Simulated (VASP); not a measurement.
# HCl in VASP: a series of runs

The runs below take HCl through single point, with PBE+D3(BJ).

All numbers are computed with VASP 6.6.1; they aren't measurements. Logs are shortened: lines on timing, memory, paths and dates and some standing lists are left out, and cuts for length are marked.

### Step 1. The cell of the first run

The cell holds a disordered packing, 20 atoms: a = 7.714 Å, b = 7.714 Å, c = 7.714 Å, α = 90.00°, β = 90.00°, γ = 90.00°.

### Step 2. Single point, PBE+D3(BJ)

Input file INCAR:

```
PREC = Accurate ; ENCUT = 520
EDIFF = 1E-7 ; ISMEAR = -1
SIGMA = 0.05 ; LREAL = Auto
LASPH = T ; NELM = 80
ALGO = Normal ; ISIF = 2
LWAVE = F ; LCHARG = F
GGA = PE ; IVDW = 12
NBANDS = 56
```

Input file KPOINTS:

```
regular mesh
0
Gamma
  1 1 1
```

Input file POSCAR:

```
HCl
1.0
    7.7138450000      0.0000000000      0.0000000000
    0.0000000000      7.7138450000      0.0000000000
    0.0000000000      0.0000000000      7.7138450000
Cl H
10 10
Direct
    0.3552095353      0.9261759376      0.8088254169
    0.7322008381      0.9740132850      0.3570851748
    0.3511394045      0.1837280820      0.1725483987
    0.1525843249      0.7854175218      0.4001838789
    0.7814436876      0.7404934472      0.7587818229
    1.0139489470      0.3240413969      0.5302753426
    0.4476320203      0.4657239111      0.5944740102
    0.1451644336      0.5388544801      0.9718833882
    0.7206283235      0.5026546283      0.2118017306
    0.8769459442      0.1345119676      0.9566570730
    0.3693451711      1.0229240057      0.9503503989
    0.7795460884      1.0390492471      0.2069879774
    0.2938072892      0.3199390185      0.0883612812
   -0.0022514525      0.8542224553      0.3893498164
    0.6215109276      0.7987131586      0.7657547121
    0.9344107695      0.4095624003      0.4061154354
    0.2855815290      0.4316334291      0.5537681513
    0.2471140277      0.6701434629      0.9373236561
    0.6054543835      0.4702607215      0.3323618244
    0.8596282075     -0.0148430565      0.8752702103
```

Potentials or basis: VASP PAW PBE potentials, release 64 (Cl, H).

Started as:

```bash
> cat potpaw_PBE.64/Cl/POTCAR potpaw_PBE.64/H/POTCAR > POTCAR
> mpirun -np 1 vasp_gam > vasp.out
```

OUTCAR:

```text
PREC = Accurate
   ENCUT = 520
   EDIFF = 1E-7
   ISMEAR = -1
   LREAL = Auto
   LASPH = T
   NELM = 80
   ISIF = 2
   GGA = PE
   IVDW = 12
 IVDW          = 12

 ion  position               nearest neighbor table
   1  0.355  0.926  0.809-  11 1.33
   2  0.732  0.974  0.357-  12 1.31
   3  0.351  0.184  0.173-  13 1.31
   4  0.153  0.785  0.400-  14 1.31
   5  0.781  0.740  0.759-  15 1.31
   6  0.014  0.324  0.530-  16 1.31
   7  0.448  0.466  0.594-  17 1.32
   8  0.145  0.539  0.972-  18 1.31
   9  0.721  0.503  0.212-  19 1.31
  10  0.877  0.135  0.957-  20 1.32
  11  0.369  0.023  0.950-   1 1.33
  12  0.780  0.039  0.207-   2 1.31
  13  0.294  0.320  0.088-   3 1.31
  14  0.998  0.854  0.389-   4 1.31
  15  0.622  0.799  0.766-   5 1.31
  16  0.934  0.410  0.406-   6 1.31
  17  0.286  0.432  0.554-   7 1.32
  18  0.247  0.670  0.937-   8 1.31
  19  0.605  0.470  0.332-   9 1.31
  20  0.860  0.985  0.875-  10 1.32

  LATTYP: Found a simple cubic cell.
 ALAT       =     7.7138450000

  Lattice vectors:

 A1 = (   7.7138450000,   0.0000000000,   0.0000000000)
 A2 = (   0.0000000000,   7.7138450000,   0.0000000000)
 A3 = (   0.0000000000,   0.0000000000,   7.7138450000)

Analysis of symmetry for initial positions (statically):
=====================================================================
 Subroutine PRICEL returns:
 Original cell was already a primitive cell.

 Routine SETGRP: Setting up the symmetry group for a
 simple cubic supercell.

 Subroutine GETGRP returns: Found  1 space group operations
 (whereof  1 operations were pure point group operations)
 out of a pool of 48 trial point group operations.

The static configuration has the point symmetry C_1 .

Analysis of symmetry for dynamics (positions and initial velocities):
=====================================================================
 Subroutine PRICEL returns:
 Original cell was already a primitive cell.

 Routine SETGRP: Setting up the symmetry group for a
 simple cubic supercell.

 Subroutine GETGRP returns: Found  1 space group operations
 (whereof  1 operations were pure point group operations)
 out of a pool of 48 trial point group operations.

The dynamic configuration has the point symmetry C_1 .

 Subroutine INISYM returns: Found  1 space group operations
 (whereof  1 operations are pure point group operations),
 and found     1 'primitive' translations

----------------------------------------------------------------------------------------

                                     Primitive cell

  volume of cell :     459.0000

  direct lattice vectors                    reciprocal lattice vectors
     7.713845000  0.000000000  0.000000000     0.129637036  0.000000000  0.000000000
     0.000000000  7.713845000  0.000000000     0.000000000  0.129637036  0.000000000
     0.000000000  0.000000000  7.713845000     0.000000000  0.000000000  0.129637036

  length of vectors
     7.713845000  7.713845000  7.713845000     0.129637036  0.129637036  0.129637036

  position of ions in fractional coordinates (direct lattice)
     0.355209535  0.926175938  0.808825417
     0.732200838  0.974013285  0.357085175
     0.351139405  0.183728082  0.172548399
     0.152584325  0.785417522  0.400183879
     0.781443688  0.740493447  0.758781823
     0.013948947  0.324041397  0.530275343
     0.447632020  0.465723911  0.594474010
     0.145164434  0.538854480  0.971883388
     0.720628324  0.502654628  0.211801731
     0.876945944  0.134511968  0.956657073
     0.369345171  0.022924006  0.950350399
     0.779546088  0.039049247  0.206987977
     0.293807289  0.319939019  0.088361281
     0.997748548  0.854222455  0.389349816
     0.621510928  0.798713159  0.765754712
     0.934410769  0.409562400  0.406115435
     0.285581529  0.431633429  0.553768151
     0.247114028  0.670143463  0.937323656
     0.605454384  0.470260721  0.332361824
     0.859628208  0.985156944  0.875270210

  ion indices of the primitive-cell ions
   primitive index   ion index
                 1           1
                 2           2
                 3           3
                 4           4
                 5           5
                 6           6
                 7           7
                 8           8
                 9           9
                10          10
                11          11
                12          12
                13          13
                14          14
                15          15
                16          16
                17          17
                18          18
                19          19
                20          20

----------------------------------------------------------------------------------------

 KPOINTS: regular mesh

Automatic generation of k-mesh.
 Grid dimensions read from file:
 generate k-points for:    1    1    1

 Generating k-lattice:

  Cartesian coordinates                     Fractional coordinates (reciprocal lattice)
     0.129637036  0.000000000  0.000000000     1.000000000  0.000000000  0.000000000
     0.000000000  0.129637036  0.000000000     0.000000000  1.000000000  0.000000000
     0.000000000  0.000000000  0.129637036     0.000000000  0.000000000  1.000000000

  Length of vectors
     0.129637036  0.129637036  0.129637036

  Shift w.r.t. Gamma in fractional coordinates (k-lattice)
     0.000000000  0.000000000  0.000000000

 Subroutine IBZKPT returns following result:
 ===========================================

 Found      1 irreducible k-points:

 Following reciprocal coordinates:
            Coordinates               Weight
  0.000000  0.000000  0.000000      1.000000
   k-points           NKPTS =      1   k-points in BZ     NKDIM =      1   number of bands    NBANDS=     56
   number of dos      NEDOS =    301   number of ions     NIONS =     20
   total plane-waves  NPLWV = 216000
   dimension x,y,z NGX =    60 NGY =   60 NGZ =   60
   dimension x,y,z NGXF=   120 NGYF=  120 NGZF=  120
   ions per type =              10  10
   NGX,Y,Z   is equivalent  to a cutoff of  12.93, 12.93, 12.93 a.u.
   NGXF,Y,Z  is equivalent  to a cutoff of  25.86, 25.86, 25.86 a.u.
 SYSTEM =  unknown system
   PREC   = accura    normal or accurate (medium, high low for compatibility)
   ISTART =      0    job   : 0-new  1-cont  2-samecut
   ICHARG =      2    charge: 1-file 2-atom 10-const
   ISPIN  =      1    spin polarized calculation?
   LNONCOLLINEAR =      F non collinear calculations
   LSORBIT =      F    spin-orbit coupling
   LASPH  =      T    aspherical Exc in radial PAW
   ENCUT  =  520.0 eV  38.22 Ry    6.18 a.u.  14.34 14.34 14.34*2*pi/ulx,y,z
   NELM   =     80;   NELMIN=  2; NELMDL= -5     # of ELM steps
   EDIFF  = 0.1E-06   stopping-criterion for ELM
   LREAL  =      T    real-space projection
   EDIFFG = 0.1E-05   stopping-criterion for IOM
   NSW    =      0    number of steps for IOM
   IBRION =     -1    ionic relax: 0-MD 1-quasi-New 2-CG
   NFREE  =      0    steps in history (QN), initial steepest desc. (CG)
   ISIF   =      2    stress and relaxation
   ISYM   =      2    0-nonsym 1-usesym 2-fastsym
   POTIM  = 0.5000    time-step for ionic-motion
   TEBEG  =    0.0;   TEEND  =   0.0 temperature during run
   PSTRESS=    0.0 pullay stress
   NELECT =      80.0000    total number of electrons
   NUPDOWN=      -1.0000    fix difference up-down
   EMIN   =  10.00;   EMAX   =-10.00  energy-range for DOS
   EFERMI =   0.00;   METHOD = LEGACY
   ISMEAR =    -1;   SIGMA  =   0.05  broadening in eV -4-tet -1-fermi 0-gaus
   EFERMI_NEDOS =   21; number of points for ismear=-14 and -15
   IALGO  =     38    algorithm
   IMIX   =      4    mixing-type and parameters
     AMIX     =   0.40;   BMIX     =  1.00
     AMIX_MAG =   1.60;   BMIX_MAG =  1.00
  volume/ion in A,a.u.               =      22.95       154.87
  Fermi-wavevector in a.u.,A,eV,Ry     =   0.914465  1.728089 11.377829  0.836247
  Thomas-Fermi vector in A             =   2.039095
   LORBIT       =      0    0 simple, 1 ext, 2 COOP (PROOUT), +10 PAW based schemes
   GGA     = PE    functional components
   LHFCALC =     F    Hartree Fock is set to
   AEXX    =    0.0000 exact exchange contribution
   IVDW    =    12    specifies the selected vdW correction
   LEPSILON=     F    determine dielectric tensor
   LRPA    =     F    only Hartree local field effects (RPA)
 non-spin polarized calculation
  energy-cutoff  :      520.00
  volume of cell :      459.00
 maximum number of plane-waves:      6147
 NGX is ok and might be reduce to    60
   NGX = 29   NGY = 29   NGZ = 29

 number of electron      80.0000002 magnetization

 Free energy of the ion-electron system (eV)
  ---------------------------------------------------
  ext. energy  EPLUGINS =         0.00000000
  ---------------------------------------------------
  free energy    TOTEN  =       -62.00749206 eV

  energy without entropy =      -62.00749206  energy(sigma->0) =      -62.00749206

 E-fermi :  -1.8818     XC(G=0):  -6.4883

 val. band max:       -3.1002053509   @ k =   0.0000   0.0000   0.0000
 cond. band min:       2.4282198375   @ k =   0.0000   0.0000   0.0000
 fundamental gap:      5.5284251884
 Fermi energy:        -1.8818095538

 k-point     1 :       0.0000    0.0000    0.0000
  band No.  band energies     occupation
      1     -17.4121      2.00000
      2     -17.1697      2.00000
      3     -17.0428      2.00000
      4     -16.9638      2.00000
      5     -16.9295      2.00000
      6     -16.8393      2.00000
      7     -16.7273      2.00000
      8     -16.6465      2.00000
      9     -16.6103      2.00000
     10     -16.2864      2.00000
     11      -8.0489      2.00000
     12      -8.0051      2.00000
     13      -7.7456      2.00000
     14      -7.7167      2.00000
     15      -7.5003      2.00000
     16      -7.4203      2.00000
     17      -7.2706      2.00000
     18      -7.1635      2.00000
     19      -7.0182      2.00000
     20      -6.8719      2.00000
     21      -4.4819      2.00000
     22      -4.4297      2.00000
     23      -4.3311      2.00000
     24      -4.2311      2.00000
     25      -4.1387      2.00000
     26      -4.1143      2.00000
     27      -4.0572      2.00000
     28      -3.9889      2.00000
     29      -3.9302      2.00000
     30      -3.9067      2.00000
     31      -3.8450      2.00000
     32      -3.6907      2.00000
     33      -3.6504      2.00000
     34      -3.6076      2.00000
     35      -3.5868      2.00000
     36      -3.4942      2.00000
     37      -3.4622      2.00000
     38      -3.3212      2.00000
     39      -3.1828      2.00000
     40      -3.1002      2.00000
     41       2.4282      0.00000
     42       3.6330      0.00000
     43       3.8642      0.00000
     44       3.9331      0.00000
     45       4.1027      0.00000
     46       4.1668      0.00000
     47       4.3377      0.00000
     48       4.3927      0.00000
     49       4.5855      0.00000
     50       4.6987      0.00000
     51       5.4860      0.00000
     52       5.6404      0.00000
 [bands above 52 left out]

------------------------ aborting loop because EDIFF is reached ----------------------------------------

 Edisp (eV)   -1.38177

 E8    (eV) :    -0.4126

  FORCE on cell =-STRESS in cart. coord.  units (eV):
  Direction    XX          YY          ZZ          XY          YZ          ZX
  --------------------------------------------------------------------------------------
  -------------------------------------------------------------------------------------
  Total      -1.10526    -0.33206    -0.71349     0.32719     0.44764     0.15140
  in kB      -3.85802    -1.15908    -2.49050     1.14209     1.56253     0.52846
  external pressure =       -2.50 kB  Pullay stress =        0.00 kB

 VOLUME and BASIS-vectors are now :
 -----------------------------------------------------------------------------
  energy-cutoff  :      520.00
  volume of cell :      459.00
      direct lattice vectors                 reciprocal lattice vectors
     7.713845000  0.000000000  0.000000000     0.129637036  0.000000000  0.000000000
     0.000000000  7.713845000  0.000000000     0.000000000  0.129637036  0.000000000
     0.000000000  0.000000000  7.713845000     0.000000000  0.000000000  0.129637036

 POSITION                                       TOTAL-FORCE (eV/Angst)
 -----------------------------------------------------------------------------------
      2.74003      7.14438      6.23915         0.011402      0.043469      0.078745
      5.64808      7.51339      2.75450         0.013331      0.049046     -0.081628
      2.70863      1.41725      1.33101        -0.015893      0.071893     -0.022912
      1.17701      6.05859      3.08696        -0.110936      0.059469     -0.016944
      6.02794      5.71205      5.85313        -0.275130      0.061959     -0.004694
      0.10760      2.49961      4.09046        -0.121926      0.126317     -0.223769
      3.45296      3.59252      4.58568        -0.166338     -0.042297     -0.071849
      1.11978      4.15664      7.49696         0.105162      0.144539     -0.038582
      5.55882      3.87740      1.63381        -0.120615     -0.038772      0.141128
      6.76463      1.03760      7.37950        -0.003372     -0.135075     -0.060113
      2.84907      0.17683      7.33086        -0.016465     -0.066321     -0.090376
      6.01330      0.30122      1.59667        -0.025759     -0.028483      0.084894
      2.26638      2.46796      0.68161         0.028393     -0.054325      0.023642
      7.69648      6.58934      3.00338         0.116909     -0.047539      0.003645
      4.79424      6.16115      5.90691         0.239847     -0.061785      0.023703
      7.20790      3.15930      3.13271         0.129868     -0.143752      0.217830
      2.20293      3.32955      4.27168         0.179220      0.021104      0.026579
      1.90620      5.16938      7.23037        -0.119592     -0.143540      0.030568
      4.67038      3.62752      2.56379         0.126127      0.050949     -0.103003
      6.63104      7.59935      6.75170         0.025765      0.133144      0.083134
 -----------------------------------------------------------------------------------
    total drift:                                0.001252      0.000477      0.000338

  FREE ENERGIE OF THE ION-ELECTRON SYSTEM (eV)
  ---------------------------------------------------
  free  energy   TOTEN  =       -63.3892588835 eV

  energy  without entropy=      -63.3892588834  energy(sigma->0) =      -63.38925888
```

It took 61 s on 1 thread of Intel Xeon Platinum 8259CL at 2.50GHz (Skylake/Cascade Lake), shared host; peak memory 0.43 GiB.

Results:

| Quantity | Value |
| --- | --- |
| Free energy | -63.3893 eV |
| Pressure | -0.3 GPa |
| Largest force | 0.292 eV/Å |
| Dispersion energy per atom | -0.069 eV |

Forces on the atoms (eV/Å):
```
Cl   0.011  0.043  0.079
Cl   0.013  0.049 -0.082
Cl  -0.016  0.072 -0.023
Cl  -0.111  0.059 -0.017
Cl  -0.275  0.062 -0.005
Cl  -0.122  0.126 -0.224
Cl  -0.166 -0.042 -0.072
Cl   0.105  0.145 -0.039
Cl  -0.121 -0.039  0.141
Cl  -0.003 -0.135 -0.060
H   -0.016 -0.066 -0.090
H   -0.026 -0.028  0.085
H    0.028 -0.054  0.024
H    0.117 -0.048  0.004
H    0.240 -0.062  0.024
H    0.130 -0.144  0.218
H    0.179  0.021  0.027
H   -0.120 -0.144  0.031
H    0.126  0.051 -0.103
H    0.026  0.133  0.083
```

Caveat: the k points lie up to 0.81 Å⁻¹ apart, too coarse for converged energies, forces and pressures.

### Step 3. Single point, PBE+D3(BJ)

Input file INCAR:

```
PREC = Accurate ; ENCUT = 520
EDIFF = 1E-6 ; ISMEAR = -1
SIGMA = 0.05 ; LREAL = Auto
LASPH = T ; NELM = 100
ALGO = Normal ; ISIF = 2
LWAVE = F ; LCHARG = F
GGA = PE ; IVDW = 12
NBANDS = 56
```

Input file KPOINTS:

```
Automatic mesh
0
Gamma
  1 1 1
```

Input file POSCAR:

```
HCl
1.0
    7.7138450000      0.0000000000      0.0000000000
    0.0000000000      7.7138450000      0.0000000000
    0.0000000000      0.0000000000      7.7138450000
Cl H
10 10
Direct
    0.3628281356      0.9277604100      0.7954658150
    0.7294935275      0.9745464162      0.3613502734
    0.3627114623      0.2111657675      0.1744136679
    0.1555385155      0.7770703197      0.3898574576
    0.8021550861      0.7141963573      0.7524133555
    1.0183118795      0.3432140521      0.5195982030
    0.4038323301      0.4748086071      0.6128850139
    0.1383486445      0.5597208655      0.9698535555
    0.7415108808      0.5042880690      0.1825289463
    0.8955974614      0.1136657529      0.9595733386
    0.3989190864      1.0337775778      0.9184524708
    0.7576506917      1.0234973609      0.2053969194
    0.2472307909      0.3140457191      0.0974611235
   -0.0099561243      0.8264361029      0.3531053580
    0.6406921581      0.7670104857      0.7552135154
    0.8732480365      0.4213722210      0.4500608970
    0.2379617428      0.5039510128      0.5739550121
    0.2639021137      0.6729069614      0.9454688291
    0.6036548569      0.4458088022      0.2423953294
    0.8568748789     -0.0067022347      0.8460112953
```

Potentials or basis: VASP PAW PBE potentials, release 64 (Cl, H).

Started as:

```bash
> cat potpaw_PBE.64/Cl/POTCAR potpaw_PBE.64/H/POTCAR > POTCAR
> mpirun -np 1 vasp_gam > vasp.out
```

It took 50 s on 1 thread of Intel Xeon Platinum 8259CL at 2.50GHz (Skylake/Cascade Lake), shared host; peak memory 0.42 GiB.

Results (log left out):

```yaml
Free_energy: -62.8090 eV
Pressure: -0.2 GPa
Largest_force: 2.006 eV/Å
Dispersion_energy_per_atom: -0.070 eV
```

Forces on the atoms (eV/Å):
```
Cl   0.028 -0.326 -0.415
Cl  -0.178 -0.234  0.626
Cl  -0.494  0.292 -0.324
Cl  -1.310  0.497 -0.372
Cl  -0.520  0.265 -0.065
Cl  -1.820  0.515 -0.669
Cl  -0.240  0.225 -0.114
Cl   0.317  0.245  0.016
Cl   1.283  0.607 -0.454
Cl  -0.093 -0.035 -0.179
H    0.038  0.352  0.470
H    0.195  0.217 -0.641
H    0.607 -0.277  0.286
H    1.296 -0.314  0.385
H    0.270 -0.142 -0.051
H    1.565 -0.758  0.561
H    0.731 -0.191  0.122
H   -0.395 -0.343  0.078
H   -1.437 -0.615  0.538
H    0.157  0.020  0.203
```

Stress tensor (GPa, compression positive):
```
-0.89  0.98 -0.64
 0.98 -0.08  0.23
-0.64  0.23  0.37
```

Levels at points of the mesh, in eV from the Fermi level:
| k point | band 38 | band 39 | band 40 | band 41 | band 42 | band 43 |
| --- | --- | --- | --- | --- | --- | --- |
| (0.00, 0.00, 0.00) | -1.51 | -1.34 | -1.27 | 3.99 | 5.08 | 5.35 |

Caveat: the k points lie up to 0.81 Å⁻¹ apart, too coarse for converged energies, forces and pressures.
